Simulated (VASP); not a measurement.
Si3C4: single point with PBE

Si3C4, a slab with vacuum:

```
C Si
1.0
     3.09674    0.00000    0.00000
     0.00000    3.09674    0.00000
     0.00000    0.00000   20.96991
C Si
4 3
Direct
  0.00000 0.50000 0.19075
  0.50000 0.00000 0.29517
  0.00000 0.50000 0.39867
  0.00000 0.00000 0.48472
  0.50000 0.50000 0.24296
  0.00000 0.00000 0.34619
  0.50000 0.50000 0.45160
```

```json
{
  "Program": "VASP 6.6.1",
  "Task": "single point",
  "Functional": "PBE",
  "Potentials or basis": "VASP PAW PBE potentials, release 64 (C, Si)",
  "Cutoff": "520 eV",
  "k mesh": "9 × 9 × 1",
  "Occupations": "gaussian, width 0.05 eV",
  "Spin": "collinear spin",
  "Starting moments": "[0.0, 0.0, 0.0, 2.0, 0.0, 0.0, 0.0] μB"
}
```

* Largest force: 2.680 eV/Å
* Band gap on the k mesh: zero (filled and empty bands overlap)
* Net moment: 0.00 μB per cell
* Valence electrons inside the program's atomic spheres: C 2.23, 2.52, 2.50, 2.12; Si 1.67, 1.52 (each value once)

Forces on the atoms (eV/Å):
```
C    0.000  0.000  1.974
C    0.000  0.000  0.411
C    0.000  0.000 -1.909
C    0.000  0.000  0.107
Si   0.000  0.000 -2.263
Si   0.000  0.000 -1.001
Si   0.000  0.000  2.680
```

Levels at points of the mesh, in eV from the Fermi level:
Spin up:
```
           k point  band 12  band 13  band 14  band 15  band 16  band 17
(0.00, 0.00, 0.00)    -0.59    -0.26    -0.14     0.31     1.03     1.68
```
Spin down:
| k point | band 11 | band 12 | band 13 | band 14 | band 15 | band 16 | band 17 | band 18 |
| --- | --- | --- | --- | --- | --- | --- | --- | --- |
| (0.00, 0.00, 0.00) | -0.60 | -0.59 | -0.26 | -0.14 | 0.31 | 1.03 | 1.68 | 1.79 |

Wall time 5.9 min on 1 thread of Intel(R) Xeon(R) Platinum 8559C (Emerald Rapids) (shared host), peak memory 0.46 GiB.
